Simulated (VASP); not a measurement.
A run of VASP 6.6.1 is set up as follows.

The input INCAR:

```
PREC = Accurate
ENCUT = 500
EDIFF = 1E-6
ISMEAR = -1
SIGMA = 0.05
LREAL = F
LASPH = T
NELM = 120
ALGO = Normal
ISIF = 2
LWAVE = F
LCHARG = T
GGA = PS
LELF = T
LVHAR = T
NBANDS = 24
GGA_COMPAT = F
```

Contents of KPOINTS:

```
Automatic mesh
0
Gamma
  11 11 6
```

The input POSCAR:

```
Ir
1.0
    2.7141925539      0.0000000000      0.0000000000
   -1.3570962769      2.3505597024      0.0000000000
    0.0000000000      0.0000000000      4.4019813909
Ir
2
Direct
    0.3333333333      0.6666666667      0.2500000000
    0.6666666667      0.3333333333      0.7500000000
```

Potentials or basis: VASP PAW PBE potentials, release 64 (Ir_sv_GW).

Command:

```bash
$ cat potpaw_PBE.64/Ir_sv_GW/POTCAR > POTCAR
$ mpirun -np 1 vasp_std > vasp.out
```

(1) Predict the band gap on the k mesh.

(2) What does it give for the pressure?

## Answers

(1) zero (band 17 reaches 14.00 eV, above the bottom of band 18 at 10.69 eV).

(2) -1.0 GPa.

Caveat: the PAW data sets were made with another functional, which shifts forces and pressure a little; spin-orbit coupling is left out, which moves the levels of the heavy elements.
